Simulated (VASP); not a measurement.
# TaF3 (P4/mmm) in VASP: a series of runs, part 4 of 4

VASP 6.6.1. The steps go on from the part before.

## (6) Single point, PBEsol

This run uses another cell than the first one, of the same volume but with other edges.

Input file INCAR:

```
SYSTEM = TaF3
PREC     = Accurate       ! precision mode
ENCUT    = 520            ! plane-wave cutoff, eV
EDIFF    = 1E-6           ! SCF threshold, eV
ISMEAR   = 0              ! smearing method
SIGMA    = 0.15           ! smearing width, eV
LREAL    = .FALSE.        ! projectors in reciprocal space
LASPH    = .TRUE.         ! aspherical terms in the spheres
NELM     = 80             ! most SCF steps
ALGO     = Normal         ! electronic algorithm
ISIF     = 2              ! what is computed and relaxed
LWAVE    = .FALSE.        ! write WAVECAR
LCHARG   = .FALSE.        ! write CHGCAR
GGA      = PS             ! functional
NBANDS   = 24             ! bands
```

Input file KPOINTS:

```
Automatic mesh
0
G
  14 14 14
  0 0 0
```

Input file POSCAR:

```
TaF3
1.0
    3.6711697559      0.0000000000      0.0000000000
    0.0000000000      3.6711697559      0.0000000000
    0.0000000000      0.0000000000      4.4054037070
Ta F
1 3
Direct
    0.0000000000      0.0000000000      0.0000000000
    0.5000000000      0.0000000000      0.0000000000
    0.0000000000      0.5000000000      0.0000000000
    0.0000000000      0.0000000000      0.5000000000
```

Potentials or basis: VASP PAW PBE potentials, release 64 (Ta_pv, F).

On the command line:

```
cat potpaw_PBE.64/Ta_pv/POTCAR potpaw_PBE.64/F/POTCAR > POTCAR
mpirun -np 1 vasp_std > vasp.out
```

OUTCAR:

```text
SYSTEM = TaF3
   PREC = Accurate
   ENCUT = 520
   EDIFF = 1E-6
   ISMEAR = 0
   LREAL = .FALSE.
   LASPH = .TRUE.
   NELM = 80
   ISIF = 2
   GGA = PS

 ion  position               nearest neighbor table
   1  0.000  0.000  0.000-   2 1.84   3 1.84   3 1.84   2 1.84   4 2.20   4 2.20
   2  0.500  0.000  0.000-   1 1.84   1 1.84
   3  0.000  0.500  0.000-   1 1.84   1 1.84
   4  0.000  0.000  0.500-   1 2.20   1 2.20

  LATTYP: Found a simple tetragonal cell.
 ALAT       =     3.6711697559
 C/A-ratio  =     1.2000000000

  Lattice vectors:

 A1 = (   3.6711697559,   0.0000000000,   0.0000000000)
 A2 = (   0.0000000000,   3.6711697559,   0.0000000000)
 A3 = (   0.0000000000,   0.0000000000,   4.4054037070)

Analysis of symmetry for initial positions (statically):
=====================================================================
 Subroutine PRICEL returns:
 Original cell was already a primitive cell.

 Routine SETGRP: Setting up the symmetry group for a
 simple tetragonal supercell.

 Subroutine GETGRP returns: Found 16 space group operations
 (whereof 16 operations were pure point group operations)
 out of a pool of 16 trial point group operations.

The static configuration has the point symmetry D_4h.

Analysis of symmetry for dynamics (positions and initial velocities):
=====================================================================
 Subroutine PRICEL returns:
 Original cell was already a primitive cell.

 Routine SETGRP: Setting up the symmetry group for a
 simple tetragonal supercell.

 Subroutine GETGRP returns: Found 16 space group operations
 (whereof 16 operations were pure point group operations)
 out of a pool of 16 trial point group operations.

The dynamic configuration has the point symmetry D_4h.

 Subroutine INISYM returns: Found 16 space group operations
 (whereof 16 operations are pure point group operations),
 and found     1 'primitive' translations

----------------------------------------------------------------------------------------

                                     Primitive cell

  volume of cell :      59.3738

  direct lattice vectors                    reciprocal lattice vectors
     3.671169756  0.000000000  0.000000000     0.272392743  0.000000000  0.000000000
     0.000000000  3.671169756  0.000000000     0.000000000  0.272392743  0.000000000
     0.000000000  0.000000000  4.405403707     0.000000000  0.000000000  0.226993953

  length of vectors
     3.671169756  3.671169756  4.405403707     0.272392743  0.272392743  0.226993953

  position of ions in fractional coordinates (direct lattice)
     0.000000000  0.000000000  0.000000000
     0.500000000  0.000000000  0.000000000
     0.000000000  0.500000000  0.000000000
     0.000000000  0.000000000  0.500000000

  ion indices of the primitive-cell ions
   primitive index   ion index
                 1           1
                 2           2
                 3           3
                 4           4

----------------------------------------------------------------------------------------

 KPOINTS: Automatic mesh

Automatic generation of k-mesh.
 Grid dimensions read from file:
 generate k-points for:   14   14   14

 Generating k-lattice:

  Cartesian coordinates                     Fractional coordinates (reciprocal lattice)
     0.019456625  0.000000000  0.000000000     0.071428571  0.000000000  0.000000000
     0.000000000  0.019456625  0.000000000     0.000000000  0.071428571  0.000000000
     0.000000000  0.000000000  0.016213854     0.000000000  0.000000000  0.071428571

  Length of vectors
     0.019456625  0.019456625  0.016213854

  Shift w.r.t. Gamma in fractional coordinates (k-lattice)
     0.000000000  0.000000000  0.000000000

 Subroutine IBZKPT returns following result:
 ===========================================

 Found    288 irreducible k-points:

 Following reciprocal coordinates:
            Coordinates               Weight
  0.000000  0.000000  0.000000      1.000000
  0.071429  0.000000  0.000000      4.000000
  0.142857  0.000000  0.000000      4.000000
  0.214286  0.000000  0.000000      4.000000
  0.285714  0.000000  0.000000      4.000000
  0.357143  0.000000  0.000000      4.000000
[... 16 lines left out ...]
  0.285714  0.214286  0.000000      8.000000
  0.357143  0.214286  0.000000      8.000000
 [... further k-points ...]
   k-points           NKPTS =    288   k-points in BZ     NKDIM =    288   number of bands    NBANDS=     24
   number of dos      NEDOS =    301   number of ions     NIONS =      4
   total plane-waves  NPLWV =  28224
   dimension x,y,z NGX =    28 NGY =   28 NGZ =   36
   dimension x,y,z NGXF=    56 NGYF=   56 NGZF=   72
   ions per type =               1   3
   NGX,Y,Z   is equivalent  to a cutoff of  12.68, 12.68, 13.59 a.u.
   NGXF,Y,Z  is equivalent  to a cutoff of  25.36, 25.36, 27.17 a.u.
 SYSTEM =  TaF3
   PREC   = accura    normal or accurate (medium, high low for compatibility)
   ISTART =      0    job   : 0-new  1-cont  2-samecut
   ICHARG =      2    charge: 1-file 2-atom 10-const
   ISPIN  =      1    spin polarized calculation?
   LNONCOLLINEAR =      F non collinear calculations
   LSORBIT =      F    spin-orbit coupling
   LASPH  =      T    aspherical Exc in radial PAW
   ENCUT  =  520.0 eV  38.22 Ry    6.18 a.u.   6.83  6.83  8.19*2*pi/ulx,y,z
   NELM   =     80;   NELMIN=  2; NELMDL= -5     # of ELM steps
   EDIFF  = 0.1E-05   stopping-criterion for ELM
   LREAL  =      F    real-space projection
   EDIFFG = 0.1E-04   stopping-criterion for IOM
   NSW    =      0    number of steps for IOM
   IBRION =     -1    ionic relax: 0-MD 1-quasi-New 2-CG
   NFREE  =      0    steps in history (QN), initial steepest desc. (CG)
   ISIF   =      2    stress and relaxation
   ISYM   =      2    0-nonsym 1-usesym 2-fastsym
   POTIM  = 0.5000    time-step for ionic-motion
   TEBEG  =    0.0;   TEEND  =   0.0 temperature during run
   PSTRESS=    0.0 pullay stress
   NELECT =      32.0000    total number of electrons
   NUPDOWN=      -1.0000    fix difference up-down
   EMIN   =  10.00;   EMAX   =-10.00  energy-range for DOS
   EFERMI =   0.00;   METHOD = LEGACY
   ISMEAR =     0;   SIGMA  =   0.15  broadening in eV -4-tet -1-fermi 0-gaus
   EFERMI_NEDOS =   21; number of points for ismear=-14 and -15
   IALGO  =     38    algorithm
   IMIX   =      4    mixing-type and parameters
     AMIX     =   0.40;   BMIX     =  1.00
     AMIX_MAG =   1.60;   BMIX_MAG =  1.00
  volume/ion in A,a.u.               =      14.84       100.17
  Fermi-wavevector in a.u.,A,eV,Ry     =   1.332273  2.517631 24.149685  1.774952
  Thomas-Fermi vector in A             =   2.461221
   LORBIT       =      0    0 simple, 1 ext, 2 COOP (PROOUT), +10 PAW based schemes
   GGA     = PS    functional components
   LHFCALC =     F    Hartree Fock is set to
   AEXX    =    0.0000 exact exchange contribution
   IVDW    =     0    specifies the selected vdW correction
   LEPSILON=     F    determine dielectric tensor
   LRPA    =     F    only Hartree local field effects (RPA)
 non-spin polarized calculation
 Gauss-broadening in eV      SIGMA  =   0.15
  energy-cutoff  :      520.00
  volume of cell :       59.37
 maximum number of plane-waves:      1628
 NGX is ok and might be reduce to    28

 number of electron      31.9999975 magnetization

 Free energy of the ion-electron system (eV)
  ---------------------------------------------------
  ext. energy  EPLUGINS =         0.00000000
  ---------------------------------------------------
  free energy    TOTEN  =       -25.83160031 eV

  energy without entropy =      -25.80552255  energy(sigma->0) =      -25.81856143

 E-fermi :   4.4731     XC(G=0):  -9.2527

 val. band max:        4.4681596206   @ k =   0.2143   0.1429   0.3571
 cond. band min:       4.4814879771   @ k =   0.2857   0.0000   0.0000
 fundamental gap:      0.0133283564
 Fermi energy:         4.4730875562

 k-point     1 :       0.0000    0.0000    0.0000
  band No.  band energies     occupation
      1     -32.7694      2.00000
      2     -32.7694      2.00000
      3     -31.9925      2.00000
      4     -25.5336      2.00000
      5     -25.3209      2.00000
      6     -21.6804      2.00000
[... 637 lines left out ...]
     23      13.0196      0.00000
     24      13.2625      0.00000

 [... further k-points ...]

------------------------ aborting loop because EDIFF is reached ----------------------------------------

  FORCE on cell =-STRESS in cart. coord.  units (eV):
  Direction    XX          YY          ZZ          XY          YZ          ZX
  --------------------------------------------------------------------------------------
  -------------------------------------------------------------------------------------
  Total       20.4489283     20.4489283     -4.3897885      0.0000000     -0.0000000      0.0000000
  in kB      551.8060870    551.8060870   -118.4566734      0.0000000     -0.0000000      0.0000000
  external PRESSURE =     328.3851669 kB  Pullay stress =       0.0000000 kB

 VOLUME and BASIS-vectors are now :
 -----------------------------------------------------------------------------
  energy-cutoff  :      520.00
  volume of cell :       59.37
      direct lattice vectors                 reciprocal lattice vectors
     3.671169756  0.000000000  0.000000000     0.272392743  0.000000000  0.000000000
     0.000000000  3.671169756  0.000000000     0.000000000  0.272392743  0.000000000
     0.000000000  0.000000000  4.405403707     0.000000000  0.000000000  0.226993953

 POSITION                                       TOTAL-FORCE (eV/Angst)
 -----------------------------------------------------------------------------------
      0.00000      0.00000      0.00000         0.000000      0.000000      0.000000
      1.83558      0.00000      0.00000         0.000000      0.000000      0.000000
      0.00000      1.83558      0.00000         0.000000      0.000000      0.000000
      0.00000      0.00000      2.20270         0.000000      0.000000      0.000000
 -----------------------------------------------------------------------------------
    total drift:                                0.000000      0.000000     -0.000000

  FREE ENERGIE OF THE ION-ELECTRON SYSTEM (eV)
  ---------------------------------------------------
  free  energy   TOTEN  =       -25.8316003109 eV

  energy  without entropy=      -25.8055225534  energy(sigma->0) =      -25.81856143
```

Run time: 2.2 min. Hardware: 1 thread of Intel Xeon 6975P-C (Granite Rapids), shared host; peak memory 0.44 GiB.

What came out:

| Property | Result |
| --- | --- |
| Free energy | -25.8316 eV |
| Pressure | 32.8 GPa |
| Band gap on the k mesh | zero (bands 16 and 17 overlap by 2.99 eV) |

Levels at points of the mesh, in eV from the Fermi level:
```tsv
k point	band 13	band 14	band 15	band 16	band 17	band 18	band 19	band 20
(0.00, 0.00, 0.00)	-8.01	-7.14	-7.14	-1.31	-1.08	-1.08	-0.85	2.33
(0.50, 0.00, 0.00)	-8.07	-7.54	-7.11	-0.93	0.70	0.98	1.08	2.94
(0.50, 0.50, 0.00)	-8.15	-7.48	-7.48	1.31	1.31	1.40	2.55	5.34
(0.00, 0.00, 0.50)	-9.70	-7.47	-7.47	-1.29	-0.26	-0.26	2.24	2.48
(0.50, 0.00, 0.50)	-9.76	-7.42	-7.28	-0.13	1.01	1.55	4.12	4.59
(0.50, 0.50, 0.50)	-9.20	-7.23	-7.23	1.91	1.91	2.78	4.05	4.77
```

Caveat: the cell stands under pressure; the PAW data sets were made with another functional, which shifts forces and pressure a little; spin-orbit coupling is left out, which moves the levels of the heavy elements.

## (7) Overview

| cell | gap on the mesh (eV) | pressure (GPa) |
| --- | --- | --- |
| a = 4.238, b = 4.238, c = 3.306 Å, 4 atoms | none | 49.8 |
| a = 4.379, b = 4.379, c = 3.096 Å, 4 atoms | none | 82.4 |
| a = 3.476, b = 3.476, c = 4.915 Å, 4 atoms | none | 61.8 |
| a = 4.118, b = 4.118, c = 3.501 Å, 4 atoms | none | 32.6 |
| a = 3.671, b = 3.671, c = 4.405 Å, 4 atoms | none | 32.8 |

Alike in all rows: task single point; level PBEsol; potentials or basis VASP PAW PBE potentials, release 64 (Ta_pv, F); no spin polarisation; k mesh 14 × 14 × 14; cutoff (eV) 520; smearing gaussian 0.15 eV.

Caveats: the cell stands under pressure; the PAW data sets were made with another functional, which shifts forces and pressure a little; spin-orbit coupling is left out, which moves the levels of the heavy elements.

Total energies depend on the potentials used, so only differences within one code and one set of settings carry meaning.
